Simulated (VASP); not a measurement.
Here is a VASP 6.6.1 calculation.

The input INCAR:

```
SYSTEM = Ti3N5
  PREC = Accurate
  ENCUT = 520
  EDIFF = 1E-6
  ISMEAR = 0
  SIGMA = 0.1
  LREAL = .FALSE.
  LASPH = .TRUE.
  NELM = 150
  ALGO = Normal
  ISIF = 2
  LWAVE = .FALSE.
  LCHARG = .TRUE.
  ISPIN = 2
  MAGMOM = 0 0 0 0 3 0 0 0
  LORBIT = 11
  LMAXMIX = 4
  LDIPOL = .TRUE.
  IDIPOL = 3
  DIPOL = 0.5 0.5 0.347
  GGA = PE
  LELF = .TRUE.
  LVHAR = .TRUE.
  LVACPOTAV = .TRUE.
  NBANDS = 44
```

KPOINTS

```
Automatic mesh
0
G
  9 9 1
  0 0 0
```

The input POSCAR:

```
Ti3N5
1.0
    3.0028555063      0.0000000000      0.0000000000
   -1.5014277532      2.6005491524      0.0000000000
    0.0000000000      0.0000000000     24.1233847547
N Ti
5 3
Direct
    0.3333333333      0.6666666667      0.1658142106
    0.0000000000      0.0000000000      0.2674509120
    0.6666666667      0.3333333333      0.3654788005
    0.3333333333      0.6666666667      0.4611038156
    0.5555555556      0.4444444444      0.5477417406
    0.6666666667      0.3333333333      0.2166325614
    0.3333333333      0.6666666667      0.3190139885
    0.0000000000      0.0000000000      0.4290633808
```

Potentials or basis: VASP PAW PBE potentials, release 64 (N, Ti_sv).

Run with:

```console
$ cat potpaw_PBE.64/N/POTCAR potpaw_PBE.64/Ti_sv/POTCAR > POTCAR
$ mpirun -np 1 vasp_std > vasp.out
```

Task: What does it give for the largest force?

Result: 5.720 eV/Å.

Task: Predict the site moments.

Result: N -0.02, +0.00, +0.03, +1.89 (each value once); Ti +0.00, -0.01, +0.08 μB.

Task: Predict the net moment.

Result: 2.93 μB per cell.

Forces in eV/Å, atoms in the order of the input:
```
N    0.001 -0.001  4.373
N   -0.001  0.000  1.271
N    0.013 -0.008  0.243
N   -0.045  0.026  0.003
N    0.068 -0.039  0.371
Ti  -0.004  0.002 -5.720
Ti   0.010 -0.006 -0.024
Ti  -0.042  0.024 -0.517
```
